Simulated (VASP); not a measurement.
Set up this calculation in VASP 6.6.1, as the native input.

```
Task                   : relaxation of cell and atoms
Functional             : PBE
Potentials or basis    : VASP PAW PBE potentials, release 64 (Ti_sv)
Cutoff                 : 600 eV
k mesh                 : 15 × 15 × 15
Occupations            : fermi-dirac, width 0.05 eV
Spin                   : no spin polarisation
Dipole correction      : no
Further INCAR settings : ALGO = Normal; EDIFF = 1e-07; IBRION = 2; EDIFFG = -0.005; NSW = 100; ISIF = 3
```

The structure of Ti lies in POSCAR:

```
Ti
1.0
    2.7997222600      0.0000000000      0.0000000000
    0.0000000000      2.7997222600      0.0000000000
    0.0000000000      0.0000000000      2.7997222600
Ti
1
Direct
    0.0000000000      0.0000000000      0.0000000000
```

The input as run:

INCAR

```
PREC = Accurate
ENCUT = 600
EDIFF = 1E-7
ISMEAR = -1
SIGMA = 0.05
LREAL = F
LASPH = T
NELM = 60
ALGO = Normal
ISIF = 3
LWAVE = F
LCHARG = F
GGA = PE
IBRION = 2
NSW = 100
EDIFFG = -0.005
```

KPOINTS

```
regular mesh
0
Gamma
  15 15 15
```

Potentials or basis: VASP PAW PBE potentials, release 64 (Ti_sv).

Command:

```bash
$ cat potpaw_PBE.64/Ti_sv/POTCAR > POTCAR
$ mpirun -np 1 vasp_std > vasp.out
```

Results of the run:

- Relaxed volume: 18.38 Å³/atom
- Relaxed cell: a = 2.639 Å, b = 2.639 Å, c = 2.639 Å, α = 90.00°, β = 90.00°, γ = 90.00°
- Space group after relaxing (to 0.05 Å): Pm-3m (No. 221)
- Energy gained by relaxing: 127.9 meV/atom
- Ionic steps: 17
- Pressure after relaxing: 0.0 GPa
- Band gap on the k mesh: zero (band 6 reaches 8.19 eV, above the bottom of band 7 at 6.27 eV)

Caveat: the volume moved by over 15 % at a fixed basis, so the end points are rough.

Wall time 68 s on 1 thread of Intel(R) Xeon(R) 6975P-C (Granite Rapids), on a shared host, peak memory 0.17 GiB.
